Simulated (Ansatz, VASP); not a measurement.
# PtSe2: VASP beside Ansatz

```xyz
3
Lattice="3.7287 0.0000 0.0000 -1.8643 3.2291 0.0000 0.0000 0.0000 5.2244" Properties=species:S:1:pos:R:3 pbc="T T T"
Pt    0.0000    0.0000    0.0000
Se    0.0000    2.1527    1.2979
Se    1.8643    1.0764    3.9264
```

Change from the starting cell: uniaxial_z strain -1.0%.

Alike in both runs: task single point; functional r2SCAN; k mesh 12 × 12 × 6; occupations fermi-dirac, width 0.02 eV; no spin polarisation.

|  | VASP | Ansatz |
| --- | --- | --- |
| version | VASP 6.6.1 | Ansatz 0.2.0 |
| potentials or method | VASP PAW PBE potentials, release 64 (Pt, Se) | plane waves, PAW |
| plane-wave cutoff (eV) | 520 | 500 |
| valence electrons in the cell | 22 | 50 |

Ansatz gave:

| Item | Value |
| --- | --- |
| pressure (GPa) | 1.7 |
| rms of the force components (eV/Å) | 0.015 |

Q: What did VASP give for the same quantities?

A: Pressure (GPa): 1.7; rms of the force components (eV/Å): 0.008.

VASP's potentials were made for PBE, not for r2SCAN. Atom by atom the forces differ by 0.006 eV/Å (rms over components). With one functional, cell and mesh, what is left measures potentials, basis and numerics. VASP's potentials hold 22 valence electrons a cell and Ansatz's 50, so a difference there can come from the potentials and not from the codes.

Spin-orbit coupling is off throughout.
